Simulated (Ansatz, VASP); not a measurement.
Tc: VASP beside Ansatz

```
CELL_PARAMETERS angstrom
2.73936 0.00000 0.00000
-1.36968 2.37235 0.00000
0.00000 0.00000 8.76968
ATOMIC_POSITIONS crystal
Tc 0.66667 0.33333 0.75000
Tc 0.00000 0.00000 0.50000
Tc 0.33333 0.66667 0.25000
Tc 0.00000 0.00000 0.00000
```

Alike in both runs: task single point; functional PBEsol; k mesh 11 × 11 × 3; occupations fermi-dirac, width 0.05 eV; no spin polarisation.

|  | VASP | Ansatz |
| --- | --- | --- |
| version | VASP 6.6.1 | Ansatz 0.2.0 |
| potentials or method | VASP PAW PBE potentials, release 64 (Tc_pv) | Ansatz PAW earlier set |
| plane-wave cutoff (eV) | 520 | 500 |
| valence electrons in the cell | 52 | 60 |

VASP gave:

- gap on the k mesh at the Fermi level (eV): none
- pressure (GPa): -5.9
- traceless stress, the component that is largest in VASP (GPa): 1.14

Q: What did Ansatz give for the same quantities?

A: gap on the k mesh at the Fermi level (eV): none; pressure (GPa): -5.3; traceless stress, the component that is largest in VASP (GPa): 1.16.

VASP's potentials were made for PBE, not for PBEsol. A gap of «none» marks a metal or a gap that the smearing closes. With one functional, cell and mesh, what is left measures potentials, basis and numerics. VASP's potentials hold 52 valence electrons a cell and Ansatz's 60, so a difference there can come from the potentials and not from the codes.
